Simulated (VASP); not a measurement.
# Tl (Im-3m) in VASP: notebook

Runs on Tl. Level: LDA. Tasks: single point, relaxation of cell and atoms.

Program: VASP 6.6.1. These are calculated values, not measurements. Logs are shortened: lines on timing, memory, paths and dates and some standing lists are left out, and cuts for length are marked.

**1. The cell of the first run**

The structure is cubic, space group Im-3m (No. 229). Conventional cell: a = 3.792 Å, b = 3.792 Å, c = 3.792 Å, α = 90.00°, β = 90.00°, γ = 90.00°. Within 4.3 Å of Tl (site symmetry m-3m) lie 14 Tl at 3.28 to 3.79 Å.

**2. Single point, LDA**

Contents of INCAR:

```
SYSTEM = Tl
ALGO = Normal
EDIFF = 1E-7
ENCUT = 520
ISIF = 2
ISMEAR = -1
LASPH = .TRUE.
LCHARG = .FALSE.
LREAL = .FALSE.
LWAVE = .FALSE.
NBANDS = 12
NELM = 60
PREC = Accurate
SIGMA = 0.05
```

Contents of KPOINTS:

```
k-points
0
G
  15 15 15
  0 0 0
```

Contents of POSCAR:

```
Tl
1.0
   -1.8961139409      1.8961139409      1.8961139409
    1.8961139409     -1.8961139409      1.8961139409
    1.8961139409      1.8961139409     -1.8961139409
Tl
1
Direct
    0.0000000000      0.0000000000      0.0000000000
```

Potentials or basis: VASP PAW LDA potentials, release 64 (Tl_d).

Started as:

```bash
cat potpaw_LDA.64/Tl_d/POTCAR > POTCAR
mpirun -np 1 vasp_std > vasp.out
```

OUTCAR:

```text
SYSTEM = Tl
   EDIFF = 1E-7
   ENCUT = 520
   ISIF = 2
   ISMEAR = -1
   LASPH = .TRUE.
   LREAL = .FALSE.
   NELM = 60
   PREC = Accurate

 ion  position               nearest neighbor table
   1  0.000  0.000  0.000-

  LATTYP: Found a body centered cubic cell.
 ALAT       =     3.7922278818

  Lattice vectors:

 A1 = (  -1.8961139409,   1.8961139409,   1.8961139409)
 A2 = (   1.8961139409,  -1.8961139409,   1.8961139409)
 A3 = (   1.8961139409,   1.8961139409,  -1.8961139409)

Analysis of symmetry for initial positions (statically):
=====================================================================
 Subroutine PRICEL returns:
 Original cell was already a primitive cell.

 Routine SETGRP: Setting up the symmetry group for a
 body centered cubic supercell.

 Subroutine GETGRP returns: Found 48 space group operations
[... 9 lines left out ...]

 Routine SETGRP: Setting up the symmetry group for a
 body centered cubic supercell.

 Subroutine GETGRP returns: Found 48 space group operations
[... 11 lines left out ...]
                                     Primitive cell

  volume of cell :      27.2680

  direct lattice vectors                    reciprocal lattice vectors
    -1.896113941  1.896113941  1.896113941     0.000000000  0.263697233  0.263697233
     1.896113941 -1.896113941  1.896113941     0.263697233  0.000000000  0.263697233
     1.896113941  1.896113941 -1.896113941     0.263697233  0.263697233  0.000000000

  length of vectors
     3.284165683  3.284165683  3.284165683     0.372924204  0.372924204  0.372924204

  position of ions in fractional coordinates (direct lattice)
     0.000000000  0.000000000  0.000000000

  ion indices of the primitive-cell ions
   primitive index   ion index
                 1           1

----------------------------------------------------------------------------------------

 KPOINTS: k-points

Automatic generation of k-mesh.
 Grid dimensions read from file:
 generate k-points for:   15   15   15

 Generating k-lattice:

  Cartesian coordinates                     Fractional coordinates (reciprocal lattice)
     0.000000000  0.017579816  0.017579816     0.066666667  0.000000000  0.000000000
     0.017579816  0.000000000  0.017579816     0.000000000  0.066666667  0.000000000
     0.017579816  0.017579816  0.000000000     0.000000000  0.000000000  0.066666667

  Length of vectors
     0.024861614  0.024861614  0.024861614

  Shift w.r.t. Gamma in fractional coordinates (k-lattice)
     0.000000000  0.000000000  0.000000000

 Subroutine IBZKPT returns following result:
 ===========================================

 Found    120 irreducible k-points:

 Following reciprocal coordinates:
            Coordinates               Weight
  0.000000  0.000000  0.000000      1.000000
  0.066667  0.000000  0.000000     12.000000
  0.133333  0.000000  0.000000     12.000000
  0.200000  0.000000  0.000000     12.000000
  0.266667  0.000000  0.000000     12.000000
  0.333333  0.000000  0.000000     12.000000
[... 16 lines left out ...]
  0.333333  0.200000  0.000000     48.000000
  0.400000  0.200000  0.000000     24.000000
 [... further k-points ...]
   k-points           NKPTS =    120   k-points in BZ     NKDIM =    120   number of bands    NBANDS=     12
   number of dos      NEDOS =    301   number of ions     NIONS =      1
   total plane-waves  NPLWV =  13824
   dimension x,y,z NGX =    24 NGY =   24 NGZ =   24
   dimension x,y,z NGXF=    48 NGYF=   48 NGZF=   48
   ions per type =               1
   NGX,Y,Z   is equivalent  to a cutoff of  12.15, 12.15, 12.15 a.u.
   NGXF,Y,Z  is equivalent  to a cutoff of  24.30, 24.30, 24.30 a.u.
 SYSTEM =  Tl
   PREC   = accura    normal or accurate (medium, high low for compatibility)
   ISTART =      0    job   : 0-new  1-cont  2-samecut
   ICHARG =      2    charge: 1-file 2-atom 10-const
   ISPIN  =      1    spin polarized calculation?
   LNONCOLLINEAR =      F non collinear calculations
   LSORBIT =      F    spin-orbit coupling
   LASPH  =      T    aspherical Exc in radial PAW
   ENCUT  =  520.0 eV  38.22 Ry    6.18 a.u.   6.11  6.11  6.11*2*pi/ulx,y,z
   NELM   =     60;   NELMIN=  2; NELMDL= -5     # of ELM steps
   EDIFF  = 0.1E-06   stopping-criterion for ELM
   LREAL  =      F    real-space projection
   EDIFFG = 0.1E-05   stopping-criterion for IOM
   NSW    =      0    number of steps for IOM
   IBRION =     -1    ionic relax: 0-MD 1-quasi-New 2-CG
   NFREE  =      0    steps in history (QN), initial steepest desc. (CG)
   ISIF   =      2    stress and relaxation
   ISYM   =      2    0-nonsym 1-usesym 2-fastsym
   POTIM  = 0.5000    time-step for ionic-motion
   TEBEG  =    0.0;   TEEND  =   0.0 temperature during run
   PSTRESS=    0.0 pullay stress
   NELECT =      13.0000    total number of electrons
   NUPDOWN=      -1.0000    fix difference up-down
   EMIN   =  10.00;   EMAX   =-10.00  energy-range for DOS
   EFERMI =   0.00;   METHOD = LEGACY
   ISMEAR =    -1;   SIGMA  =   0.05  broadening in eV -4-tet -1-fermi 0-gaus
   EFERMI_NEDOS =   21; number of points for ismear=-14 and -15
   IALGO  =     38    algorithm
   IMIX   =      4    mixing-type and parameters
     AMIX     =   0.40;   BMIX     =  1.00
     AMIX_MAG =   1.60;   BMIX_MAG =  1.00
  volume/ion in A,a.u.               =      27.27       184.01
  Fermi-wavevector in a.u.,A,eV,Ry     =   1.278905  2.416779 22.253652  1.635597
  Thomas-Fermi vector in A             =   2.411421
   LORBIT       =      0    0 simple, 1 ext, 2 COOP (PROOUT), +10 PAW based schemes
   GGA     = CA    functional components
   LHFCALC =     F    Hartree Fock is set to
   AEXX    =    0.0000 exact exchange contribution
   IVDW    =     0    specifies the selected vdW correction
   LEPSILON=     F    determine dielectric tensor
   LRPA    =     F    only Hartree local field effects (RPA)
 non-spin polarized calculation
  energy-cutoff  :      520.00
  volume of cell :       27.27
 maximum number of plane-waves:       751
   NGX = 13   NGY = 13   NGZ = 13

 number of electron      12.9999998 magnetization

 Free energy of the ion-electron system (eV)
  ---------------------------------------------------
  ext. energy  EPLUGINS =         0.00000000
  ---------------------------------------------------
  free energy    TOTEN  =        -2.93021903 eV

  energy without entropy =       -2.92555053  energy(sigma->0) =       -2.92788478

 E-fermi :   6.8753     XC(G=0): -10.7437

 val. band max:        6.8682725091   @ k =   0.2000   0.2000   0.1333
 cond. band min:       6.8773694129   @ k =  -0.4667   0.4667   0.3333
 fundamental gap:      0.0090969038
 Fermi energy:         6.8753181299

 k-point     1 :       0.0000    0.0000    0.0000
  band No.  band energies     occupation
      1      -4.8951      2.00000
      2      -4.8951      2.00000
      3      -4.8951      2.00000
      4      -4.4037      2.00000
      5      -4.4037      2.00000
      6      -3.5912      2.00000
      7      18.0951      0.00000
      8      18.0951      0.00000
      9      18.0951      0.00000
     10      19.2702      0.00000
     11      19.2702      0.00000
     12      19.2702      0.00000

 k-point     2 :       0.0667    0.0000    0.0000
  band No.  band energies     occupation
      1      -4.9045      2.00000
      2      -4.8889      2.00000
      3      -4.8630      2.00000
      4      -4.4141      2.00000
      5      -4.4038      2.00000
      6      -3.4855      2.00000
      7      16.9508      0.00000
      8      17.6894      0.00000
      9      17.8273      0.00000
     10      18.9399      0.00000
     11      19.2128      0.00000
     12      19.2577      0.00000

 k-point     3 :       0.1333    0.0000    0.0000
  band No.  band energies     occupation
      1      -4.9309      2.00000
      2      -4.8812      2.00000
      3      -4.7708      2.00000
      4      -4.4407      2.00000
      5      -4.4038      2.00000
      6      -3.1601      2.00000
      7      14.6780      0.00000
      8      16.7510      0.00000
      9      17.0919      0.00000
     10      18.4956      0.00000
     11      19.0705      0.00000
     12      19.5089      0.00000

 k-point     4 :       0.2000    0.0000    0.0000
  band No.  band energies     occupation
      1      -4.9695      2.00000
      2      -4.8938      2.00000
      3      -4.6311      2.00000
      4      -4.4669      2.00000
      5      -4.4036      2.00000
      6      -2.6047      2.00000
      7      12.2640      0.00000
      8      15.6613      0.00000
      9      16.2234      0.00000
     10      18.0945      0.00000
     11      18.8997      0.00000
     12      20.0737      0.00000

 k-point     5 :       0.2667    0.0000    0.0000
  band No.  band energies     occupation
      1      -5.0134      2.00000
      2      -4.9378      2.00000
      3      -4.4748      2.00000
      4      -4.4648      2.00000
      5      -4.4028      2.00000
      6      -1.8212      2.00000
      7       9.9304      0.00000
      8      14.6290      0.00000
      9      15.4313      0.00000
     10      17.7857      0.00000
     11      18.7413      0.00000
     12      20.8767      0.00000
[... 228 lines left out ...]
      1      -5.0248      2.00000
      2      -4.8673      2.00000
      3      -4.4932      2.00000
      4      -4.4866      2.00000
      5      -4.3510      2.00000
      6      -0.6056      2.00000
      7       8.5483      0.00000
      8      10.9045      0.00000
      9      14.2695      0.00000
     10      19.3448      0.00000
     11      19.7221      0.00000
     12      22.5578      0.00000

 k-point    22 :       0.2667    0.2000   -0.0000
  band No.  band energies     occupation
      1      -5.0481      2.00000
      2      -4.8640      2.00000
      3      -4.4899      2.00000
      4      -4.4697      2.00000
      5      -4.2961      2.00000
      6       0.4335      2.00000
      7       7.0537      0.05492
      8       9.8548      0.00000
      9      13.8226      0.00000
     10      19.2615      0.00000
     11      20.3252      0.00000
     12      22.9506      0.00000

 k-point    23 :       0.3333    0.2000    0.0000
  band No.  band energies     occupation
      1      -5.0644      2.00000
      2      -4.8735      2.00000
      3      -4.4936      2.00000
      4      -4.4436      2.00000
      5      -4.2504      2.00000
      6       1.5305      2.00000
      7       5.5968      2.00000
      8       9.2880      0.00000
      9      13.5428      0.00000
     10      19.1401      0.00000
     11      21.1772      0.00000
     12      22.7278      0.00000

 k-point    24 :       0.4000    0.2000    0.0000
  band No.  band energies     occupation
      1      -5.0703      2.00000
      2      -4.8787      2.00000
      3      -4.4952      2.00000
      4      -4.4331      2.00000
      5      -4.2322      2.00000
      6       2.1759      2.00000
      7       4.8183      2.00000
      8       9.1081      0.00000
      9      13.4477      0.00000
     10      19.0986      0.00000
     11      22.0366      0.00000
     12      22.1388      0.00000

 [... further k-points ...]
[... 5 lines left out ...]
  --------------------------------------------------------------------------------------
  -------------------------------------------------------------------------------------
  Total        0.0158936      0.0158936      0.0158936      0.0000000      0.0000000     -0.0000000
  in kB        0.9338538      0.9338538      0.9338538      0.0000000      0.0000000     -0.0000000
  external PRESSURE =       0.9338538 kB  Pullay stress =       0.0000000 kB

 VOLUME and BASIS-vectors are now :
 -----------------------------------------------------------------------------
  energy-cutoff  :      520.00
  volume of cell :       27.27
      direct lattice vectors                 reciprocal lattice vectors
    -1.896113941  1.896113941  1.896113941     0.000000000  0.263697233  0.263697233
     1.896113941 -1.896113941  1.896113941     0.263697233  0.000000000  0.263697233
     1.896113941  1.896113941 -1.896113941     0.263697233  0.263697233  0.000000000

 POSITION                                       TOTAL-FORCE (eV/Angst)
 -----------------------------------------------------------------------------------
      0.00000      0.00000      0.00000        -0.000000      0.000000     -0.000000
 -----------------------------------------------------------------------------------
    total drift:                               -0.000000      0.000000      0.000000

  FREE ENERGIE OF THE ION-ELECTRON SYSTEM (eV)
  ---------------------------------------------------
  free  energy   TOTEN  =        -2.9302190287 eV

  energy  without entropy=       -2.9255505323  energy(sigma->0) =       -2.92788478
```

Wall time 7.1 s (1 thread of Intel Xeon 6975P-C (Granite Rapids), shared host); peak memory 0.15 GiB.

Results:

```
Free energy : -2.9302 eV
Pressure    : 0.1 GPa
```

Levels at points of the mesh, in eV from the Fermi level:
| k point | band 3 | band 4 | band 5 | band 6 | band 7 | band 8 | band 9 | band 10 |
| --- | --- | --- | --- | --- | --- | --- | --- | --- |
| (0.00, 0.00, 0.00) | -11.77 | -11.28 | -11.28 | -10.47 | 11.22 | 11.22 | 11.22 | 12.39 |

Caveat: spin-orbit coupling is left out, which moves the levels of the heavy elements.

**3. Single point, LDA**

This run uses another cell than the first one, of 29.26 Å³/atom, 1.073 times its volume.

Contents of INCAR:

```
SYSTEM = Tl
PREC = Accurate
ENCUT = 520
EDIFF = 1E-7
ISMEAR = -1
SIGMA = 0.05
LREAL = .FALSE.
LASPH = .TRUE.
NELM = 80
ALGO = Normal
ISIF = 2
LWAVE = .FALSE.
LCHARG = .FALSE.
GGA = CA
NBANDS = 12
```

Contents of KPOINTS:

```
Automatic mesh
0
G
  15 15 15
  0 0 0
```

Contents of POSCAR:

```
Tl
1.0
   -1.9411315870      1.9411315870      1.9411315870
    1.9411315870     -1.9411315870      1.9411315870
    1.9411315870      1.9411315870     -1.9411315870
Tl
1
Direct
    0.0000000000      0.0000000000      0.0000000000
```

Potentials or basis: VASP PAW LDA potentials, release 64 (Tl_d).

Started as:

```bash
cat potpaw_LDA.64/Tl_d/POTCAR > POTCAR
mpirun -np 1 vasp_std > vasp.out
```

OUTCAR:

```text
SYSTEM = Tl
   PREC = Accurate
   ENCUT = 520
   EDIFF = 1E-7
   ISMEAR = -1
   LREAL = .FALSE.
   LASPH = .TRUE.
   NELM = 80
   ISIF = 2
   GGA = CA

 ion  position               nearest neighbor table
   1  0.000  0.000  0.000-

  LATTYP: Found a body centered cubic cell.
 ALAT       =     3.8822631740

  Lattice vectors:

 A1 = (  -1.9411315870,   1.9411315870,   1.9411315870)
 A2 = (   1.9411315870,  -1.9411315870,   1.9411315870)
 A3 = (   1.9411315870,   1.9411315870,  -1.9411315870)

Analysis of symmetry for initial positions (statically):
[... 529 lines left out ...]
      5      -4.9787      2.00000
      6       1.3511      2.00000
      7       4.2613      2.00000
      8       8.2509      0.00000
      9      12.3958      0.00000
     10      17.8010      0.00000
     11      20.7401      0.00000
     12      20.8586      0.00000

 [... further k-points ...]
[... 5 lines left out ...]
  --------------------------------------------------------------------------------------
  -------------------------------------------------------------------------------------
  Total       -0.4417936     -0.4417936     -0.4417936      0.0000000     -0.0000000      0.0000000
  in kB      -24.1938549    -24.1938549    -24.1938549      0.0000000     -0.0000000      0.0000000
  external PRESSURE =     -24.1938549 kB  Pullay stress =       0.0000000 kB

 VOLUME and BASIS-vectors are now :
 -----------------------------------------------------------------------------
  energy-cutoff  :      520.00
  volume of cell :       29.26
      direct lattice vectors                 reciprocal lattice vectors
    -1.941131587  1.941131587  1.941131587     0.000000000  0.257581713  0.257581713
     1.941131587 -1.941131587  1.941131587     0.257581713  0.000000000  0.257581713
     1.941131587  1.941131587 -1.941131587     0.257581713  0.257581713  0.000000000

 POSITION                                       TOTAL-FORCE (eV/Angst)
 -----------------------------------------------------------------------------------
      0.00000      0.00000      0.00000        -0.000000      0.000000     -0.000000
 -----------------------------------------------------------------------------------
    total drift:                               -0.000000     -0.000000     -0.000000

  FREE ENERGIE OF THE ION-ELECTRON SYSTEM (eV)
  ---------------------------------------------------
  free  energy   TOTEN  =        -2.9157151533 eV

  energy  without entropy=       -2.9108557757  energy(sigma->0) =       -2.91328546
```

OSZICAR:

```text
N       E                     dE             d eps       ncg     rms          rms(c)
DAV:   1     0.493520429001E+02    0.49352E+02   -0.67074E+03  3072   0.937E+02
DAV:   2    -0.233831668249E+01   -0.51690E+02   -0.50628E+02  3212   0.210E+02
DAV:   3    -0.294445787055E+01   -0.60614E+00   -0.60542E+00  3412   0.205E+01
DAV:   4    -0.294722203257E+01   -0.27642E-02   -0.27641E-02  3208   0.161E+00
DAV:   5    -0.294725578920E+01   -0.33757E-04   -0.33757E-04  3388   0.171E-01    0.204E+00
DAV:   6    -0.292101771732E+01    0.26238E-01   -0.41203E-02  3068   0.189E+00    0.145E+00
DAV:   7    -0.291614517739E+01    0.48725E-02   -0.12139E-02  3172   0.993E-01    0.623E-01
DAV:   8    -0.291571437343E+01    0.43080E-03   -0.46535E-04  3256   0.219E-01    0.304E-02
DAV:   9    -0.291571535519E+01   -0.98176E-06   -0.26905E-06  3312   0.182E-02    0.496E-03
DAV:  10    -0.291571515223E+01    0.20296E-06   -0.41728E-07  3356   0.695E-03    0.321E-04
DAV:  11    -0.291571515328E+01   -0.10573E-08   -0.52670E-09  1732   0.688E-04
   1 F= -.29157152E+01 E0= -.29132855E+01  d E =-.485938E-02
```

stdout:

```text
POSCAR found type information on POSCAR Tl
 POSCAR found :  1 types and       1 ions
 scaLAPACK will be used
 LDA part: xc-table for (Slater(with rela. corr.)+CA(PZ))
 , standard interpolation
 POSCAR, INCAR and KPOINTS ok, starting setup
 FFT: planning ... GRIDC
 FFT: planning ... GRID_SOFT
 FFT: planning ... GRID
 WAVECAR not read
 entering main loop
```

It took 13 s on 1 thread of Intel Xeon 6975P-C (Granite Rapids), shared host; peak memory 0.17 GiB.

Results:

- Free energy: -2.9157 eV
- Pressure: -2.4 GPa

Caveat: spin-orbit coupling is left out, which moves the levels of the heavy elements.

**4. Relaxation of cell and atoms, LDA**

Contents of INCAR:

```
PREC = Accurate
ENCUT = 600
EDIFF = 1E-6
ISMEAR = -1
SIGMA = 0.05
LREAL = False
LASPH = True
NELM = 100
ALGO = Normal
ISIF = 3
LWAVE = False
LCHARG = False
IBRION = 2
NSW = 60
EDIFFG = -0.005
```

Contents of KPOINTS:

```
regular mesh
0
Gamma
  15 15 15
```

Contents of POSCAR:

```
Tl
1.0
   -1.8961139409      1.8961139409      1.8961139409
    1.8961139409     -1.8961139409      1.8961139409
    1.8961139409      1.8961139409     -1.8961139409
Tl
1
Direct
    0.0000000000      0.0000000000      0.0000000000
```

Started as:

```bash
cat potpaw_LDA.64/Tl_d/POTCAR > POTCAR
mpirun -np 1 vasp_std > vasp.out
```

Wall time 22 s (1 thread of Intel Xeon 6975P-C (Granite Rapids), shared host); peak memory 0.17 GiB.

Results (log left out):

- Free energy: -2.9303 eV
- Relaxed volume: 27.36 Å³/atom
- Relaxed cell: a = 3.288 Å, b = 3.288 Å, c = 3.288 Å, α = 109.47°, β = 109.47°, γ = 109.47°
- Space group after relaxing (to 0.05 Å): Im-3m (No. 229)
- Energy gained by relaxing: 0.0 meV/atom
- Ionic steps: 3
- Pressure after relaxing: 0.0 GPa

Final structure:
```xyz
1
Lattice="-1.8983 1.8983 1.8983 1.8983 -1.8983 1.8983 1.8983 1.8983 -1.8983" Properties=species:S:1:pos:R:3 pbc="T T T"
Tl    0.0000    0.0000    0.0000
```

Levels at points of the mesh, in eV from the Fermi level:
| k point | band 4 | band 5 | band 6 | band 7 | band 8 | band 9 |
| --- | --- | --- | --- | --- | --- | --- |
| (0.00, 0.00, 0.00) | -11.28 | -11.28 | -10.44 | 11.18 | 11.18 | 11.18 |

Caveat: spin-orbit coupling is left out, which moves the levels of the heavy elements.

(Continued in part 2 of 2.)
